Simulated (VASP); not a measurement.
A run of VASP 6.6.1:

The input POSCAR:

```
LiF
1.0
    0.0000000000      2.0945600000      2.0140000000
    2.0945600000      0.0000000000      2.0140000000
    2.0945600000      2.0945600000      0.0000000000
Li F
1 1
Direct
    0.0000000000      0.0000000000      0.0000000000
    0.5000000000      0.5000000000      0.5000000000
```

File INCAR.step1:

```
PREC = Accurate ; ENCUT = 520
ISMEAR = 0 ; SIGMA = 0.05
LREAL = False ; LASPH = True
NELM = 80 ; NBANDS = 12
GGA = PE ; ALGO = Normal
EDIFF = 1E-4 ; LWAVE = True
LCHARG = False
```

The input INCAR.step2:

```
PREC = Accurate ; ENCUT = 520
EDIFF = 1E-6 ; ISMEAR = 0
SIGMA = 0.05 ; LREAL = False
LASPH = True ; NELM = 80
ALGO = Normal ; ISIF = 2
LWAVE = False ; LCHARG = False
METAGGA = R2SCAN ; LMIXTAU = True
NBANDS = 12 ; ISTART = 1
```

Contents of KPOINTS:

```
Automatic mesh
0
Gamma
  10 10 10
```

Potentials or basis: VASP PAW PBE potentials, release 64 (Li_sv, F).

Launch:

```sh
$ cat potpaw_PBE.64/Li_sv/POTCAR potpaw_PBE.64/F/POTCAR > POTCAR
$ cp INCAR.step1 INCAR
$ mpirun -np 1 vasp_std > vasp.out
$ cp INCAR.step2 INCAR
$ mpirun -np 1 vasp_std > vasp.out
```

Hardware: 1 thread of Intel(R) Xeon(R) Platinum 8488C (Sapphire Rapids) (shared host).

Task: Estimate the wall time of this run.

Result: It took 39 s on 1 thread of Intel(R) Xeon(R) Platinum 8488C (Sapphire Rapids) (shared host), peak memory 0.14 GiB. Counts: k points 102.
